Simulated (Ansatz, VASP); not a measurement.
# RbCd: VASP beside Ansatz

```
CELL_PARAMETERS angstrom
4.55176 0.00000 0.00000
0.00000 4.55176 0.00000
0.00000 0.00000 4.55176
ATOMIC_POSITIONS crystal
Rb 0.50000 0.50000 0.50000
Cd 0.00000 0.00000 0.00000
```

Alike in both runs: functional PBE; k mesh 12 × 12 × 12; occupations gaussian, width 0.1 eV; no spin polarisation.

Ansatz relaxed the structure, and its values are those at the end. VASP's run is a single point on that final structure, the one shown.

```csv
,VASP,Ansatz
version,VASP 6.6.1,Ansatz 0.2.0
potentials or method,"VASP PAW PBE potentials, release 64 (Rb_sv, Cd), cutoff 500 eV","scalar-relativistic, plane waves, PAW"
valence electrons in the cell,21,29
```

```csv
,VASP,Ansatz,Ansatz less VASP
gap on the k mesh at the Fermi level (eV),none,none,-
pressure (GPa),0.0,0.0,-0.01
```

A gap of «none» marks a metal or a gap that the smearing closes. VASP's potentials hold 21 valence electrons a cell and Ansatz's 29, so a difference there can come from the potentials and not from the codes.
